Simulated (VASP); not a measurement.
# Hf3TiN4 (P4/mmm) in VASP: single point with PBE

Aim: the single point of Hf3TiN4 with PBE.

Everything below comes from runs of VASP 6.6.1. Logs are shortened: lines on timing, memory, paths and dates and some standing lists are left out, and cuts for length are marked.

## (1) The cell of the first run

The structure is tetragonal, space group P4/mmm (No. 123). Conventional cell: a = 3.176 Å, b = 3.176 Å, c = 8.978 Å, α = 90.00°, β = 90.00°, γ = 90.00°. Within 2.9 Å of Hf (site symmetry 4mm) lie 6 N at 2.16 to 2.33 Å. Hf (site symmetry 4/mmm) has 6 N at 2.25 to 2.28 Å within 3.0 Å. Within 2.9 Å of Ti (site symmetry 4/mmm) lie 6 N at 2.21 to 2.25 Å. N (site symmetry 4mm) has 1 Ti at 2.21 Å and 5 Hf at 2.25 to 2.28 Å within 2.9 Å. N (site symmetry 4/mmm) has 6 Hf at 2.25 to 2.33 Å within 3.0 Å. N (site symmetry 4/mmm) has 2 Hf at 2.16 Å and 4 Ti at 2.25 Å within 2.9 Å.

## (2) Single point, PBE

Input file POSCAR:

```
Hf3TiN4
1.0
    3.1761793000      0.0000000000      0.0000000000
    0.0000000000      3.1761793000      0.0000000000
    0.0000000000      0.0000000000      8.9784129000
Hf Ti N
3 1 4
Direct
    0.5000000000      0.5000000000      0.2401400000
    0.0000000000      0.0000000000      0.5000000000
    0.5000000000      0.5000000000      0.7598600000
    0.0000000000      0.0000000000      0.0000000000
    0.0000000000      0.0000000000      0.2461680000
    0.5000000000      0.5000000000      0.5000000000
    0.0000000000      0.0000000000      0.7538320000
    0.5000000000      0.5000000000      0.0000000000
```

Input file INCAR.step1:

```
ALGO     = Normal         # electronic algorithm
EDIFF    = 1E-6           # SCF threshold, eV
ENCUT    = 520            # plane-wave cutoff, eV
GGA      = PE             # functional
ISIF     = 2              # what is computed and relaxed
ISMEAR   = 0              # smearing method
LASPH    = True           # aspherical terms in the spheres
LCHARG   = True           # write CHGCAR
LMAXMIX  = 4              # l up to which the mixer works
LREAL    = False          # projectors in reciprocal space
LWAVE    = False          # write WAVECAR
NBANDS   = 41             # bands
NELM     = 80             # most SCF steps
PREC     = Accurate       # precision mode
SIGMA    = 0.1            # smearing width, eV
```

Input file KPOINTS.step1:

```
k-points
0
Gamma
  12 12 4
```

Input file INCAR.step2:

```
ALGO     = Normal         # electronic algorithm
EDIFF    = 1E-6           # SCF threshold, eV
ENCUT    = 520            # plane-wave cutoff, eV
GGA      = PE             # functional
ICHARG   = 11             # starting density
ISIF     = 2              # what is computed and relaxed
ISMEAR   = -5             # smearing method
LASPH    = True           # aspherical terms in the spheres
LCHARG   = False          # write CHGCAR
LMAXMIX  = 4              # l up to which the mixer works
LORBIT   = 10             # projections on sites
LREAL    = False          # projectors in reciprocal space
LWAVE    = False          # write WAVECAR
NBANDS   = 41             # bands
NEDOS    = 2001           # points of the DOS
NELM     = 80             # most SCF steps
PREC     = Accurate       # precision mode
SIGMA    = 0.1            # smearing width, eV
```

Input file KPOINTS.step2:

```
k-points
0
Gamma
  18 18 6
```

Potentials or basis: VASP PAW PBE potentials, release 64 (Hf_pv, Ti_sv, N).

The run is started by

```console
> cat potpaw_PBE.64/Hf_pv/POTCAR potpaw_PBE.64/Ti_sv/POTCAR potpaw_PBE.64/N/POTCAR > POTCAR
> cp INCAR.step1 INCAR
> cp KPOINTS.step1 KPOINTS
> mpirun -np 1 vasp_std > vasp.out
> cp INCAR.step2 INCAR
> cp KPOINTS.step2 KPOINTS
> mpirun -np 1 vasp_std > vasp.out
```

OUTCAR:

```text
EDIFF = 1E-6
   ENCUT = 520
   GGA = PE
   ICHARG = 11
   ISIF = 2
   ISMEAR = -5
   LASPH = True
   LORBIT = 10
   LREAL = False
   NELM = 80
   PREC = Accurate

 ion  position               nearest neighbor table
   1  0.500  0.500  0.240-   8 2.16   5 2.25   5 2.25   5 2.25   5 2.25   6 2.33   4 3.11   4 3.11
                             4 3.11   4 3.11   2 3.24   2 3.24   2 3.24   2 3.24
   2  0.000  0.000  0.500-   6 2.25   6 2.25   6 2.25   6 2.25   7 2.28   5 2.28   3 3.24   3 3.24
                             1 3.24   3 3.24   1 3.24   1 3.24   3 3.24   1 3.24
   3  0.500  0.500  0.760-   8 2.16   7 2.25   7 2.25   7 2.25   7 2.25   6 2.33   4 3.11   4 3.11
                             4 3.11   4 3.11   2 3.24   2 3.24   2 3.24   2 3.24
   4  0.000  0.000  0.000-   5 2.21   7 2.21   8 2.25   8 2.25   8 2.25   8 2.25   3 3.11   3 3.11
                             1 3.11   3 3.11   1 3.11   1 3.11   3 3.11   1 3.11
   5  0.000  0.000  0.246-   4 2.21   1 2.25   1 2.25   1 2.25   1 2.25   2 2.28
   6  0.500  0.500  0.500-   2 2.25   2 2.25   2 2.25   2 2.25   3 2.33   1 2.33
   7  0.000  0.000  0.754-   4 2.21   3 2.25   3 2.25   3 2.25   3 2.25   2 2.28
   8  0.500  0.500  0.000-   1 2.16   3 2.16   4 2.25   4 2.25   4 2.25   4 2.25

  LATTYP: Found a simple tetragonal cell.
 ALAT       =     3.1761793000
 C/A-ratio  =     2.8267966169

  Lattice vectors:

 A1 = (   3.1761793000,   0.0000000000,   0.0000000000)
 A2 = (   0.0000000000,   3.1761793000,   0.0000000000)
 A3 = (   0.0000000000,   0.0000000000,   8.9784129000)

Analysis of symmetry for initial positions (statically):
=====================================================================
 Subroutine PRICEL returns:
 Original cell was already a primitive cell.

 Routine SETGRP: Setting up the symmetry group for a
 simple tetragonal supercell.

 Subroutine GETGRP returns: Found 16 space group operations
 (whereof 16 operations were pure point group operations)
 out of a pool of 16 trial point group operations.

The static configuration has the point symmetry D_4h.

Analysis of symmetry for dynamics (positions and initial velocities):
=====================================================================
 Subroutine PRICEL returns:
 Original cell was already a primitive cell.

 Routine SETGRP: Setting up the symmetry group for a
 simple tetragonal supercell.

 Subroutine GETGRP returns: Found 16 space group operations
 (whereof 16 operations were pure point group operations)
 out of a pool of 16 trial point group operations.

The dynamic configuration has the point symmetry D_4h.

 Subroutine INISYM returns: Found 16 space group operations
 (whereof 16 operations are pure point group operations),
 and found     1 'primitive' translations

----------------------------------------------------------------------------------------

                                     Primitive cell

  volume of cell :      90.5753

  direct lattice vectors                    reciprocal lattice vectors
     3.176179300  0.000000000  0.000000000     0.314843687  0.000000000  0.000000000
     0.000000000  3.176179300  0.000000000     0.000000000  0.314843687  0.000000000
     0.000000000  0.000000000  8.978412900     0.000000000  0.000000000  0.111378259

  length of vectors
     3.176179300  3.176179300  8.978412900     0.314843687  0.314843687  0.111378259

  position of ions in fractional coordinates (direct lattice)
     0.500000000  0.500000000  0.240140000
     0.000000000  0.000000000  0.500000000
     0.500000000  0.500000000  0.759860000
     0.000000000  0.000000000  0.000000000
     0.000000000  0.000000000  0.246168000
     0.500000000  0.500000000  0.500000000
     0.000000000  0.000000000  0.753832000
     0.500000000  0.500000000  0.000000000

  ion indices of the primitive-cell ions
   primitive index   ion index
                 1           1
                 2           2
                 3           3
                 4           4
                 5           5
                 6           6
                 7           7
                 8           8

----------------------------------------------------------------------------------------

 KPOINTS: k-points

Automatic generation of k-mesh.
 Grid dimensions read from file:
 generate k-points for:   18   18    6

 Generating k-lattice:

  Cartesian coordinates                     Fractional coordinates (reciprocal lattice)
     0.017491316  0.000000000  0.000000000     0.055555556  0.000000000  0.000000000
     0.000000000  0.017491316  0.000000000     0.000000000  0.055555556  0.000000000
     0.000000000  0.000000000  0.018563043     0.000000000  0.000000000  0.166666667

  Length of vectors
     0.017491316  0.017491316  0.018563043

  Shift w.r.t. Gamma in fractional coordinates (k-lattice)
     0.000000000  0.000000000  0.000000000

 TETIRR: Found   2916 inequivalent tetrahedra from    11664

 Subroutine IBZKPT returns following result:
 ===========================================

 Found    220 irreducible k-points:

 Following reciprocal coordinates:
            Coordinates               Weight
  0.000000  0.000000  0.000000      1.000000
  0.055556  0.000000  0.000000      4.000000
  0.111111  0.000000  0.000000      4.000000
  0.166667  0.000000  0.000000      4.000000
  0.222222  0.000000  0.000000      4.000000
  0.277778  0.000000  0.000000      4.000000
[... 16 lines left out ...]
  0.277778  0.111111  0.000000      8.000000
  0.333333  0.111111  0.000000      8.000000
 [... further k-points ...]
   k-points           NKPTS =    220   k-points in BZ     NKDIM =    220   number of bands    NBANDS=     41
   number of dos      NEDOS =   2001   number of ions     NIONS =      8
   total plane-waves  NPLWV =  40320
   dimension x,y,z NGX =    24 NGY =   24 NGZ =   70
   dimension x,y,z NGXF=    48 NGYF=   48 NGZF=  140
   ions per type =               3   1   4
   NGX,Y,Z   is equivalent  to a cutoff of  12.56, 12.56, 12.96 a.u.
   NGXF,Y,Z  is equivalent  to a cutoff of  25.12, 25.12, 25.92 a.u.
 SYSTEM =  unknown system
   PREC   = accura    normal or accurate (medium, high low for compatibility)
   ISTART =      0    job   : 0-new  1-cont  2-samecut
   ICHARG =     11    charge: 1-file 2-atom 10-const
   ISPIN  =      1    spin polarized calculation?
   LNONCOLLINEAR =      F non collinear calculations
   LSORBIT =      F    spin-orbit coupling
   LASPH  =      T    aspherical Exc in radial PAW
   ENCUT  =  520.0 eV  38.22 Ry    6.18 a.u.   5.91  5.91 16.69*2*pi/ulx,y,z
   NELM   =     80;   NELMIN=  2; NELMDL=  0     # of ELM steps
   EDIFF  = 0.1E-05   stopping-criterion for ELM
   LREAL  =      F    real-space projection
   EDIFFG = 0.1E-04   stopping-criterion for IOM
   NSW    =      0    number of steps for IOM
   IBRION =     -1    ionic relax: 0-MD 1-quasi-New 2-CG
   NFREE  =      0    steps in history (QN), initial steepest desc. (CG)
   ISIF   =      2    stress and relaxation
   ISYM   =      2    0-nonsym 1-usesym 2-fastsym
   POTIM  = 0.5000    time-step for ionic-motion
   TEBEG  =    0.0;   TEEND  =   0.0 temperature during run
   PSTRESS=    0.0 pullay stress
   NELECT =      62.0000    total number of electrons
   NUPDOWN=      -1.0000    fix difference up-down
   EMIN   =  10.00;   EMAX   =-10.00  energy-range for DOS
   EFERMI =   0.00;   METHOD = LEGACY
   ISMEAR =    -5;   SIGMA  =   0.10  broadening in eV -4-tet -1-fermi 0-gaus
   EFERMI_NEDOS =   21; number of points for ismear=-14 and -15
   IALGO  =     38    algorithm
   IMIX   =      4    mixing-type and parameters
     AMIX     =   0.40;   BMIX     =  1.00
     AMIX_MAG =   1.60;   BMIX_MAG =  1.00
  volume/ion in A,a.u.               =      11.32        76.40
  Fermi-wavevector in a.u.,A,eV,Ry     =   1.442787  2.726472 28.322351  2.081634
  Thomas-Fermi vector in A             =   2.561268
   LORBIT       =     10    0 simple, 1 ext, 2 COOP (PROOUT), +10 PAW based schemes
   GGA     = PE    functional components
   LHFCALC =     F    Hartree Fock is set to
   AEXX    =    0.0000 exact exchange contribution
   IVDW    =     0    specifies the selected vdW correction
   LEPSILON=     F    determine dielectric tensor
   LRPA    =     F    only Hartree local field effects (RPA)
 non-spin polarized calculation
 Fermi weights with tetrahedron method with Bloechl corrections
  energy-cutoff  :      520.00
  volume of cell :       90.58
 maximum number of plane-waves:      2476
 NGX is ok and might be reduce to    24

 number of electron      61.9999982 magnetization

 Free energy of the ion-electron system (eV)
  ---------------------------------------------------
  ext. energy  EPLUGINS =         0.00000000
  ---------------------------------------------------
  free energy    TOTEN  =       -84.81133894 eV

  energy without entropy =      -84.81133894  energy(sigma->0) =      -84.81133894

 E-fermi :   8.7612     XC(G=0): -12.6446

 val. band max:        8.7979714980   @ k =   0.3333   0.0556   0.3333
 cond. band min:       8.7054836291   @ k =   0.2222   0.0556   0.0000
 fundamental gap:     -0.0924878689
 Fermi energy:         8.7612058962

 k-point     1 :       0.0000    0.0000    0.0000
  band No.  band energies     occupation
      1     -49.1328      2.00000
      2     -25.3969      2.00000
      3     -25.3593      2.00000
      4     -25.3593      2.00000
      5     -23.0567      2.00000
      6     -22.7484      2.00000
[... 1045 lines left out ...]
     40      11.8519      0.00000
     41      12.2144      0.00000

 [... further k-points ...]

------------------------ aborting loop because EDIFF is reached ----------------------------------------

  FORCE on cell =-STRESS in cart. coord.  units (eV):
  Direction    XX          YY          ZZ          XY          YZ          ZX
  --------------------------------------------------------------------------------------
  -------------------------------------------------------------------------------------
  Total       -0.6246197     -0.6246197     -1.0682404      0.0000000      0.0000000      0.0000000
  in kB      -11.0488402    -11.0488402    -18.8960039      0.0000000      0.0000000      0.0000000
  external PRESSURE =     -13.6645614 kB  Pullay stress =       0.0000000 kB

 VOLUME and BASIS-vectors are now :
 -----------------------------------------------------------------------------
  energy-cutoff  :      520.00
  volume of cell :       90.58
      direct lattice vectors                 reciprocal lattice vectors
     3.176179300  0.000000000  0.000000000     0.314843687  0.000000000  0.000000000
     0.000000000  3.176179300  0.000000000     0.000000000  0.314843687  0.000000000
     0.000000000  0.000000000  8.978412900     0.000000000  0.000000000  0.111378259

 POSITION                                       TOTAL-FORCE (eV/Angst)
 -----------------------------------------------------------------------------------
      1.58809      1.58809      2.15608         0.000000     -0.000000     -0.078008
      0.00000      0.00000      4.48921         0.000000     -0.000000      0.000000
      1.58809      1.58809      6.82234        -0.000000      0.000000      0.078008
      0.00000      0.00000      0.00000         0.000000     -0.000000      0.000000
      0.00000      0.00000      2.21020         0.000000     -0.000000      0.043634
      1.58809      1.58809      4.48921         0.000000     -0.000000      0.000000
      0.00000      0.00000      6.76821         0.000000     -0.000000     -0.043634
      1.58809      1.58809      0.00000         0.000000     -0.000000      0.000000
 -----------------------------------------------------------------------------------
    total drift:                                0.000000     -0.000000      0.000000

  FREE ENERGIE OF THE ION-ELECTRON SYSTEM (eV)
  ---------------------------------------------------
  free  energy   TOTEN  =       -84.8113389442 eV

  energy  without entropy=      -84.8113389442  energy(sigma->0) =      -84.81133894

 total charge

# of ion       s       p       d       tot
------------------------------------------
    1        0.299   6.594   1.745   8.638
    2        0.294   6.576   1.722   8.593
    3        0.299   6.594   1.745   8.638
    4        2.151   6.156   1.954  10.261
    5        1.235   2.506   0.000   3.741
    6        1.235   2.503   0.000   3.738
    7        1.235   2.506   0.000   3.741
    8        1.239   2.482   0.000   3.721
--------------------------------------------------
tot          7.988  35.916   7.166  51.071
```

It took 22 min on 1 thread of Intel Xeon 8259CL, shared host; peak memory 0.72 GiB.

What came out:

```
Valence electrons inside the program's atomic spheres : Hf 8.64, 8.59 (each value once); Ti 10.26; N 3.74, 3.72 (each value once)
```

Caveat: spin-orbit coupling is left out, which moves the levels of the heavy elements.
